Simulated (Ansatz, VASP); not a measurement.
## Two plane-wave programs on SiO2

INCAR

```
SYSTEM = SiO2
PREC = Accurate
ENCUT = 520
EDIFF = 1E-8
ISMEAR = -1
SIGMA = 0.01
LREAL = .False.
LASPH = .True.
NELM = 60
ALGO = Normal
ISIF = 2
LWAVE = .False.
LCHARG = .False.
GGA = PE
LEFG = .True.
NBANDS = 44
```

Contents of KPOINTS:

```
Automatic mesh
0
Gamma
  6 6 3
  0 0 0
```

The input POSCAR:

```
SiO2
1.0
    5.0690738885      0.0000000000      0.0000000000
   -2.5345369442      4.3899467611      0.0000000000
    0.0000000000      0.0000000000      8.5584885400
Si O
4 8
Direct
    0.6666666667      0.3333333333      0.9371258000
    0.6666666667      0.3333333333      0.5628742000
    0.3333333333      0.6666666667      0.0628742000
    0.3333333333      0.6666666667      0.4371258000
    0.0000000000      0.4212587450      0.0000000000
    0.4212587450      0.4212587450      0.5000000000
    0.5787412550      0.0000000000      0.5000000000
    0.5787412550      0.5787412550      0.0000000000
    0.0000000000      0.5787412550      0.5000000000
    0.6666666667      0.3333333333      0.7500000000
    0.3333333333      0.6666666667      0.2500000000
    0.4212587450      0.0000000000      0.0000000000
```

Input for Ansatz:

```yaml
crystal:
  lattice:
    - [5.0690738885, 0.0, 0.0]
    - [-2.5345369442, 4.3899467611, 0.0]
    - [0.0, 0.0, 8.55848854]
  atoms:
    - { symbol: Si, position: [0.6666666667, 0.3333333333, 0.9371258] }
    - { symbol: Si, position: [0.6666666667, 0.3333333333, 0.5628742] }
    - { symbol: Si, position: [0.3333333333, 0.6666666667, 0.0628742] }
    - { symbol: Si, position: [0.3333333333, 0.6666666667, 0.4371258] }
    - { symbol: O, position: [0.0, 0.421258745, 0.0] }
    - { symbol: O, position: [0.421258745, 0.421258745, 0.5] }
    - { symbol: O, position: [0.578741255, 0.0, 0.5] }
    - { symbol: O, position: [0.578741255, 0.578741255, 0.0] }
    - { symbol: O, position: [0.0, 0.578741255, 0.5] }
    - { symbol: O, position: [0.6666666667, 0.3333333333, 0.75] }
    - { symbol: O, position: [0.3333333333, 0.6666666667, 0.25] }
    - { symbol: O, position: [0.421258745, 0.0, 0.0] }
kpoints:
  mp_grid: { grid: [6, 6, 3] }
scf:
  occupations: { method: fermi_dirac, width: 0.01 }
hamiltonian:
  xc: pbe
  pseudopotentials: { kind: paw }
output:
  forces: true
  stress: true
  populations: true
  efg: { quadrupole_moments_barn: { O: -0.02558 }, contact_densities: true }
  write_density: true
  write_potential: true
  elf: true
  volumetric_format: npy
```

Alike in both runs: task electric field gradients; functional PBE; k mesh 6 × 6 × 3; occupations fermi-dirac, width 0.01 eV; no spin polarisation.

```csv
,VASP,Ansatz
version,VASP 6.6.1,Ansatz 0.2.0
potentials or method,"VASP PAW PBE potentials, release 64 (Si, O)","plane-wave PAW, scalar-relativistic"
plane-wave cutoff (eV),520,420
valence electrons in the cell,64,64
```

Ansatz gave:

```
gap on the k mesh at the Fermi level (eV)            : 5.61
pressure (GPa)                                       : 4.1
rms of the force components (eV/Å)                   : 0.103
size of Vzz on the site where it differs most (V/Å²) : 102.1
```

**Question.** What did VASP give for the same quantities?

**Answer.** gap on the k mesh at the Fermi level (eV): 5.61; pressure (GPa): 4.2; rms of the force components (eV/Å): 0.101; size of Vzz on the site where it differs most (V/Å²): 96.9.

Atom by atom the forces differ by 0.005 eV/Å (rms over components).
